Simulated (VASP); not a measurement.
CoO:

```
Co O
1.0
    -1.50800    1.50800    2.10725
     1.50800   -1.50800    2.10725
     1.50800    1.50800   -2.10725
Co O
1 1
Direct
  0.00000 0.00000 0.00000
  0.50000 0.50000 0.00000
```

Base run:

* Program: VASP 6.6.1
* Functional: PBE
* Potentials or basis: VASP PAW PBE potentials, release 64 (Co, O)
* Cutoff: 520 eV
* k mesh: 10 × 10 × 10
* Occupations: fermi-dirac, width 0.05 eV
* Spin: collinear spin, ferromagnetic start
* Starting moments: [0.5, 0.0] μB
* Fixed moment: 0.5 μB

Its results: pressure -17.1 GPa; site moments Co +0.52; O -0.03 μB.

Task: The run is repeated on the same cell with these changes: fixed moment from 0.5 μB to 1 μB; moments at the start from [0.5, 0.0] to [1.0, 0.0]. What comes out?

Result: Pressure -14.3 GPa; site moments Co +1.02; O -0.03 μB.

Caveats: the cell stands under tension; the total moment is fixed, so each spin has its own Fermi level and the state may be an excited one; a cell with one magnetic atom can't hold antiferromagnetic order, which such compounds often take.
